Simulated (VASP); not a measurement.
# Ga in VASP: settings compared, part 2 of 4

VASP 6.6.1. The steps go on from the part before.

## 3. Single point, BLYP

This run uses another cell than the first one, of 21.80 Å³/atom, 1.157 times its volume.

INCAR reads:

```
AGGAC = 1.0
AGGAX = 1.0
ALDAC = 0.0
ALDAX = 1.0
ALGO = Normal
EDIFF = 1E-7
ENCUT = 520
GGA = B5
ISIF = 2
ISMEAR = -1
LASPH = T
LCHARG = T
LELF = T
LREAL = F
LVHAR = T
LWAVE = F
NBANDS = 20
NELM = 80
PREC = Accurate
SIGMA = 0.05
```

KPOINTS reads:

```
k-points
0
Gamma
  10 10 8
```

POSCAR reads:

```
Ga
1.0
    1.5303075909     -4.2173374056      0.0279095762
    1.5303075909      4.2173374056      0.0279095762
   -0.0627576813      0.0000000000      3.3761341160
Ga
2
Direct
    0.1360467825      0.8639532175      0.7500000000
    0.8639532175      0.1360467825      0.2500000000
```

Potentials or basis: VASP PAW PBE potentials, release 64 (Ga_d).

Launch:

```sh
cat potpaw_PBE.64/Ga_d/POTCAR > POTCAR
mpirun -np 1 vasp_std > vasp.out
```

OUTCAR:

```text
EDIFF = 1E-7
   ENCUT = 520
   GGA = B5
   ISIF = 2
   ISMEAR = -1
   LASPH = T
   LREAL = F
   NELM = 80
   PREC = Accurate

 ion  position               nearest neighbor table
   1  0.136  0.864  0.750-   2 2.85   2 2.85
   2  0.864  0.136  0.250-   1 2.85   1 2.85

  LATTYP: Found a base centered monoclinic cell.
 ALAT       =     3.0611241512
 B/A-ratio  =     2.7554174201
 C/A-ratio  =     1.1030971592
 COS(beta)  =    -0.0003506167

  Lattice vectors:

 A1 = (   1.5303075909,  -4.2173374056,   0.0279095762)
 A2 = (   1.5303075909,   4.2173374056,   0.0279095762)
 A3 = (  -0.0627576813,   0.0000000000,   3.3761341160)

Analysis of symmetry for initial positions (statically):
=====================================================================
 Subroutine PRICEL returns:
 Original cell was already a primitive cell.

 Routine SETGRP: Setting up the symmetry group for a
 base centered monoclinic supercell.

 Subroutine GETGRP returns: Found  4 space group operations
 (whereof  2 operations were pure point group operations)
 out of a pool of  4 trial point group operations.

The static configuration has the point symmetry S_2 .
 The point group associated with its full space group is C_2h.

Analysis of symmetry for dynamics (positions and initial velocities):
=====================================================================
 Subroutine PRICEL returns:
 Original cell was already a primitive cell.

 Routine SETGRP: Setting up the symmetry group for a
 base centered monoclinic supercell.

 Subroutine GETGRP returns: Found  4 space group operations
 (whereof  2 operations were pure point group operations)
 out of a pool of  4 trial point group operations.

The dynamic configuration has the point symmetry S_2 .
 The point group associated with its full space group is C_2h.

 Subroutine INISYM returns: Found  4 space group operations
 (whereof  2 operations are pure point group operations),
 and found     1 'primitive' translations

----------------------------------------------------------------------------------------

                                     Primitive cell

  volume of cell :      43.5927

  direct lattice vectors                    reciprocal lattice vectors
     1.530307591 -4.217337406  0.027909576     0.326620969 -0.118558216  0.006071434
     1.530307591  4.217337406  0.027909576     0.326620969  0.118558216  0.006071434
    -0.062757681  0.000000000  3.376134116    -0.005400172  0.000000000  0.296096382

  length of vectors
     4.486485825  4.486485825  3.376717355     0.347525784  0.347525784  0.296145622

  position of ions in fractional coordinates (direct lattice)
     0.136046783  0.863953217  0.750000000
     0.863953217  0.136046783  0.250000000

  ion indices of the primitive-cell ions
   primitive index   ion index
                 1           1
                 2           2

----------------------------------------------------------------------------------------

 KPOINTS: k-points

Automatic generation of k-mesh.
 Grid dimensions read from file:
 generate k-points for:   10   10    8

 Generating k-lattice:

  Cartesian coordinates                     Fractional coordinates (reciprocal lattice)
     0.032662097 -0.011855822  0.000607143     0.100000000 -0.000000000  0.000000000
     0.032662097  0.011855822  0.000607143    -0.000000000  0.100000000  0.000000000
    -0.000675022  0.000000000  0.037012048     0.000000000  0.000000000  0.125000000

  Length of vectors
     0.034752578  0.034752578  0.037018203

  Shift w.r.t. Gamma in fractional coordinates (k-lattice)
     0.000000000  0.000000000  0.000000000

 Subroutine IBZKPT returns following result:
 ===========================================

 Found    227 irreducible k-points:

 Following reciprocal coordinates:
            Coordinates               Weight
  0.000000  0.000000  0.000000      1.000000
  0.100000 -0.000000  0.000000      4.000000
  0.200000 -0.000000  0.000000      4.000000
  0.300000 -0.000000  0.000000      4.000000
  0.400000 -0.000000  0.000000      4.000000
  0.500000 -0.000000  0.000000      2.000000
[... 16 lines left out ...]
  0.300000  0.300000  0.000000      2.000000
  0.400000  0.300000  0.000000      4.000000
 [... further k-points ...]
   k-points           NKPTS =    227   k-points in BZ     NKDIM =    227   number of bands    NBANDS=     20
   number of dos      NEDOS =    301   number of ions     NIONS =      2
   total plane-waves  NPLWV =  36288
   dimension x,y,z NGX =    36 NGY =   36 NGZ =   28
   dimension x,y,z NGXF=    72 NGYF=   72 NGZF=   56
   ions per type =               2
   NGX,Y,Z   is equivalent  to a cutoff of  13.34, 13.34, 13.79 a.u.
   NGXF,Y,Z  is equivalent  to a cutoff of  26.68, 26.68, 27.57 a.u.
 SYSTEM =  unknown system
   PREC   = accura    normal or accurate (medium, high low for compatibility)
   ISTART =      0    job   : 0-new  1-cont  2-samecut
   ICHARG =      2    charge: 1-file 2-atom 10-const
   ISPIN  =      1    spin polarized calculation?
   LNONCOLLINEAR =      F non collinear calculations
   LSORBIT =      F    spin-orbit coupling
   LASPH  =      T    aspherical Exc in radial PAW
   ENCUT  =  520.0 eV  38.22 Ry    6.18 a.u.   8.34  8.34  6.28*2*pi/ulx,y,z
   NELM   =     80;   NELMIN=  2; NELMDL= -5     # of ELM steps
   EDIFF  = 0.1E-06   stopping-criterion for ELM
   LREAL  =      F    real-space projection
   EDIFFG = 0.1E-05   stopping-criterion for IOM
   NSW    =      0    number of steps for IOM
   IBRION =     -1    ionic relax: 0-MD 1-quasi-New 2-CG
   NFREE  =      0    steps in history (QN), initial steepest desc. (CG)
   ISIF   =      2    stress and relaxation
   ISYM   =      2    0-nonsym 1-usesym 2-fastsym
   POTIM  = 0.5000    time-step for ionic-motion
   TEBEG  =    0.0;   TEEND  =   0.0 temperature during run
   PSTRESS=    0.0 pullay stress
   NELECT =      26.0000    total number of electrons
   NUPDOWN=      -1.0000    fix difference up-down
   EMIN   =  10.00;   EMAX   =-10.00  energy-range for DOS
   EFERMI =   0.00;   METHOD = LEGACY
   ISMEAR =    -1;   SIGMA  =   0.05  broadening in eV -4-tet -1-fermi 0-gaus
   EFERMI_NEDOS =   21; number of points for ismear=-14 and -15
   IALGO  =     38    algorithm
   IMIX   =      4    mixing-type and parameters
     AMIX     =   0.40;   BMIX     =  1.00
     AMIX_MAG =   1.60;   BMIX_MAG =  1.00
  volume/ion in A,a.u.               =      21.80       147.09
  Fermi-wavevector in a.u.,A,eV,Ry     =   1.378038  2.604115 25.837322  1.898990
  Thomas-Fermi vector in A             =   2.503137
   LORBIT       =      0    0 simple, 1 ext, 2 COOP (PROOUT), +10 PAW based schemes
   GGA     = B5    functional components
   LHFCALC =     F    Hartree Fock is set to
   AEXX    =    0.0000 exact exchange contribution
   IVDW    =     0    specifies the selected vdW correction
   LEPSILON=     F    determine dielectric tensor
   LRPA    =     F    only Hartree local field effects (RPA)
 non-spin polarized calculation
  energy-cutoff  :      520.00
  volume of cell :       43.59
 maximum number of plane-waves:      1191
 NGX is ok and might be reduce to    36
   NGX = 17   NGY = 17   NGZ = 13

 number of electron      26.0000012 magnetization

 Free energy of the ion-electron system (eV)
  ---------------------------------------------------
  ext. energy  EPLUGINS =         0.00000000
  ---------------------------------------------------
  free energy    TOTEN  =        -4.30473946 eV

  energy without entropy =       -4.29928683  energy(sigma->0) =       -4.30201314

 E-fermi :   4.7076     XC(G=0):  -9.6919

 val. band max:        4.7054513643   @ k =  -0.2000   0.1000   0.5000
 cond. band min:       4.7248309973   @ k =   0.5000   0.1000   0.3750
 fundamental gap:      0.0193796329
 Fermi energy:         4.7076211642

 k-point     1 :       0.0000    0.0000    0.0000
  band No.  band energies     occupation
      1     -10.3429      2.00000
      2     -10.3411      2.00000
      3     -10.2798      2.00000
      4     -10.2744      2.00000
      5     -10.1581      2.00000
      6     -10.1560      2.00000
[... 12 lines left out ...]
     19      14.3898      0.00000
     20      16.0028      0.00000

 k-point     2 :       0.1000   -0.0000    0.0000
  band No.  band energies     occupation
      1     -10.3371      2.00000
      2     -10.3354      2.00000
      3     -10.2767      2.00000
      4     -10.2494      2.00000
      5     -10.1640      2.00000
      6     -10.1635      2.00000
[... 498 lines left out ...]
 k-point    24 :       0.4000    0.3000    0.0000
  band No.  band energies     occupation
      1     -10.2919      2.00000
      2     -10.2799      2.00000
      3     -10.2356      2.00000
      4     -10.2170      2.00000
      5     -10.1968      2.00000
      6     -10.1788      2.00000
[... 12 lines left out ...]
     19      13.9355      0.00000
     20      16.0522      0.00000

 [... further k-points ...]
[... 5 lines left out ...]
  --------------------------------------------------------------------------------------
  -------------------------------------------------------------------------------------
  Total       -0.0202035     -0.0223624     -0.0262620      0.0000000      0.0000000      0.0011275
  in kB       -0.7425441     -0.8218943     -0.9652169      0.0000000      0.0000000      0.0414408
  external PRESSURE =      -0.8432184 kB  Pullay stress =       0.0000000 kB

 VOLUME and BASIS-vectors are now :
 -----------------------------------------------------------------------------
  energy-cutoff  :      520.00
  volume of cell :       43.59
      direct lattice vectors                 reciprocal lattice vectors
     1.530307591 -4.217337406  0.027909576     0.326620969 -0.118558216  0.006071434
     1.530307591  4.217337406  0.027909576     0.326620969  0.118558216  0.006071434
    -0.062757681  0.000000000  3.376134116    -0.005400172  0.000000000  0.296096382

 POSITION                                       TOTAL-FORCE (eV/Angst)
 -----------------------------------------------------------------------------------
      1.48324      3.06983      2.56001        -0.000000     -0.000501      0.000000
      1.51462     -3.06983      0.87194         0.000000      0.000501     -0.000000
 -----------------------------------------------------------------------------------
    total drift:                                0.000000     -0.000000      0.000000

  FREE ENERGIE OF THE ION-ELECTRON SYSTEM (eV)
  ---------------------------------------------------
  free  energy   TOTEN  =        -4.3047394621 eV

  energy  without entropy=       -4.2992868265  energy(sigma->0) =       -4.30201314
```

OSZICAR:

```text
N       E                     dE             d eps       ncg     rms          rms(c)
DAV:   1     0.137543600033E+03    0.13754E+03   -0.13356E+04  9300   0.234E+03
DAV:   2     0.826735059948E+01   -0.12928E+03   -0.12631E+03  9412   0.387E+02
DAV:   3    -0.412281617528E+01   -0.12390E+02   -0.12330E+02 10328   0.976E+01
DAV:   4    -0.432903677060E+01   -0.20622E+00   -0.20607E+00 10228   0.139E+01
DAV:   5    -0.433251521650E+01   -0.34784E-02   -0.34783E-02 10420   0.179E+00    0.106E+00
DAV:   6    -0.430520235541E+01    0.27313E-01   -0.75700E-02 12228   0.411E+00    0.520E-01
DAV:   7    -0.430425298016E+01    0.94938E-03   -0.13562E-02 11804   0.143E+00    0.173E-01
DAV:   8    -0.430471305864E+01   -0.46008E-03   -0.26230E-03  9424   0.614E-01    0.259E-02
DAV:   9    -0.430473936172E+01   -0.26303E-04   -0.16633E-04 10188   0.151E-01    0.732E-03
DAV:  10    -0.430473963781E+01   -0.27610E-06   -0.13097E-05 10116   0.401E-02    0.147E-03
DAV:  11    -0.430473948453E+01    0.15328E-06   -0.98885E-07 10524   0.107E-02    0.732E-04
DAV:  12    -0.430473946207E+01    0.22458E-07   -0.12665E-07  7572   0.388E-03
   1 F= -.43047395E+01 E0= -.43020131E+01  d E =-.545264E-02
```

Wall time 3.2 min (1 thread of Intel Xeon 6975P-C, shared host); peak memory 0.3 GiB.

Results:

- Free energy: -4.3047 eV
- Pressure: -0.1 GPa
- Band gap on the k mesh: zero (band 13 reaches 8.93 eV, above the bottom of band 14 at 1.37 eV)

Caveat: the PAW data sets were made with another functional, which shifts forces and pressure a little.

(Continued in part 3 of 4.)
